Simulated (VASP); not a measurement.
Runs of VASP 6.6.1 on Mg. The structure is that of space group Im-3m (No. 229), or close to it. The cells are those of the table. 

```tsv
task	cell	k mesh	cutoff (eV)	smearing	gap on the mesh (eV)	pressure (GPa)
single point	a = 2.577 Å, angles 109.5°, 1 atom	20 × 20 × 20	520	fermi-dirac 0.1 eV	none	58.2
single point	a = 2.579 Å, angles 109.5°, 1 atom	10 × 10 × 10	520	gaussian 0.1 eV	none	(a)
relaxation of cell and atoms	relaxed to 58 GPa from a = 2.579 Å, angles 109.5°, 1 atom	20 × 20 × 20	600	fermi-dirac 0.1 eV	none	58.0
relaxation of cell and atoms	relaxed to 58 GPa from a = 2.557 Å, angles 109.5°, 1 atom	10 × 10 × 10	600	gaussian 0.1 eV	none	58.0
```

Alike in all rows: level r2SCAN; potentials or basis VASP PAW PBE potentials, release 64 (Mg); no spin polarisation.

Question: Fill in the values left out.

Answer: (a) 57.8.

Caveats: the PAW data sets were made with another functional, which shifts forces and pressure a little; the cell is relaxed towards a set pressure, so the enthalpy falls and the energy may rise (some runs).

A gap of «none» marks levels without a gap at the run's occupations.
